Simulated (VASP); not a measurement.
A run of VASP 6.6.1 is set up as follows.

Contents of INCAR:

```
ALGO = Normal
EDIFF = 1E-6
ENCUT = 600
GGA = PE
GGA_COMPAT = F
ISIF = 2
ISMEAR = 0
LASPH = T
LCHARG = T
LELF = T
LREAL = F
LVHAR = T
LWAVE = F
NBANDS = 19
NELM = 120
PREC = Accurate
SIGMA = 0.01
```

The input KPOINTS:

```
k-points
0
Gamma
  4 4 4
```

The input POSCAR:

```
BaF2
1.0
    0.0000000000      3.0971637728      3.0971637728
    3.0971637728      0.0000000000      3.0971637728
    3.0971637728      3.0971637728      0.0000000000
Ba F
1 2
Direct
    0.0000000000      0.0000000000      0.0000000000
    0.2500000000      0.2500000000      0.2500000000
    0.7500000000      0.7500000000      0.7500000000
```

Potentials or basis: VASP PAW PBE potentials, release 64 (Ba_sv, F).

Launch:

```bash
$ cat potpaw_PBE.64/Ba_sv/POTCAR potpaw_PBE.64/F/POTCAR > POTCAR
$ mpirun -np 1 vasp_std > vasp.out
```

Question: Estimate the band gap on the k mesh.

Answer: 6.78 eV (least direct gap 6.86 eV).

Question: What does it give for the pressure?

Answer: 2.5 GPa.

Caveat: the k points lie up to 0.44 Å⁻¹ apart; spin-orbit coupling is left out, which moves the levels of the heavy elements. A k mesh can miss the band edges.
